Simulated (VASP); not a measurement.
A run of VASP 6.6.1 is set up as follows.

The input INCAR:

```
AGGAC    = 1.0          
AGGAX    = 1.0          
ALDAC    = 0.0          
ALDAX    = 1.0          
ALGO     = Normal         # electronic algorithm
EDIFF    = 1E-6           # SCF threshold, eV
ENCUT    = 520            # plane-wave cutoff, eV
GGA      = B5             # functional
ISIF     = 2              # what is computed and relaxed
ISMEAR   = -1             # smearing method
LASPH    = True           # aspherical terms in the spheres
LCHARG   = True           # write CHGCAR
LELF     = True           # ELF
LREAL    = False          # projectors in reciprocal space
LVHAR    = True         
LWAVE    = False          # write WAVECAR
NBANDS   = 13             # bands
NELM     = 60             # most SCF steps
PREC     = Accurate       # precision mode
SIGMA    = 0.1            # smearing width, eV
```

Contents of KPOINTS:

```
k-points
0
Gamma
  22 22 22
```

File POSCAR:

```
Mo
1.0
    0.0000000000      2.0275507014      2.0275507014
    2.0275507014      0.0000000000      2.0275507014
    2.0275507014      2.0275507014      0.0000000000
Mo
1
Direct
    0.0000000000      0.0000000000      0.0000000000
```

Potentials or basis: VASP PAW PBE potentials, release 64 (Mo_sv).

Run with:

```console
$ cat potpaw_PBE.64/Mo_sv/POTCAR > POTCAR
$ mpirun -np 1 vasp_std > vasp.out
```

**Question.** What does it give for the pressure?

**Answer.** 0.9 GPa.

**Question.** What does it give for the band gap on the k mesh?

**Answer.** Zero (band 7 reaches 15.43 eV, above the bottom of band 8 at 11.02 eV).

Caveat: the PAW data sets were made with another functional, which shifts forces and pressure a little.
